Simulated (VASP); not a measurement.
Here is a VASP 6.6.1 calculation.

The input INCAR:

```
SYSTEM = Sc3GeH
PREC = Accurate
ENCUT = 520
EDIFF = 1E-7
ISMEAR = -5
SIGMA = 0.1
LREAL = .False.
LASPH = .True.
NELM = 60
ALGO = Normal
ISIF = 2
LWAVE = .False.
LCHARG = .False.
GGA = PE
NELECT = 95.0
NBANDS = 59
```

Contents of KPOINTS:

```
regular mesh
0
Gamma
  4 4 4
  0 0 0
```

Contents of POSCAR:

```
Sc3GeH
1.0
    0.0000000000      5.8145690000      0.0000000000
    5.8145690000      0.0000000000      0.0000000000
    2.9072850000      2.9072850000     -4.3598460000
Ge Sc H
2 6 2
Direct
    0.7500000000      0.2500000000      0.5000000000
    0.2500000000      0.7500000000      0.5000000000
    0.7000000000      0.2000000000      0.0000000000
    0.2000000000      0.3000000000      0.0000000000
    0.3000000000      0.8000000000      0.0000000000
    0.8000000000      0.7000000000      0.0000000000
    0.2500000000      0.2500000000      0.5000000000
    0.7500000000      0.7500000000      0.5000000000
    0.0000000000      0.0000000000      0.0000000000
    0.5000000000      0.5000000000      0.0000000000
```

Potentials or basis: VASP PAW PBE potentials, release 64 (Ge_d, Sc_sv, H).

Command:

```console
$ cat potpaw_PBE.64/Ge_d/POTCAR potpaw_PBE.64/Sc_sv/POTCAR potpaw_PBE.64/H/POTCAR > POTCAR
$ mpirun -np 1 vasp_std > vasp.out
```

Q: What does it give for the largest force?

A: 0.902 eV/Å.

Forces in eV/Å, atoms in the order of the input:
```
Ge   0.000  0.000  0.000
Ge   0.000  0.000  0.000
Sc   0.637  0.637  0.000
Sc  -0.637  0.637  0.000
Sc  -0.637 -0.637  0.000
Sc   0.637 -0.637  0.000
Sc   0.000  0.000  0.000
Sc   0.000  0.000  0.000
H    0.000  0.000  0.000
H    0.000  0.000  0.000
```

Caveat: the k points lie up to 0.36 Å⁻¹ apart; the cell carries a net charge on a neutralising background, which shifts energy and pressure; tetrahedron occupations give inexact forces and stress in metals.
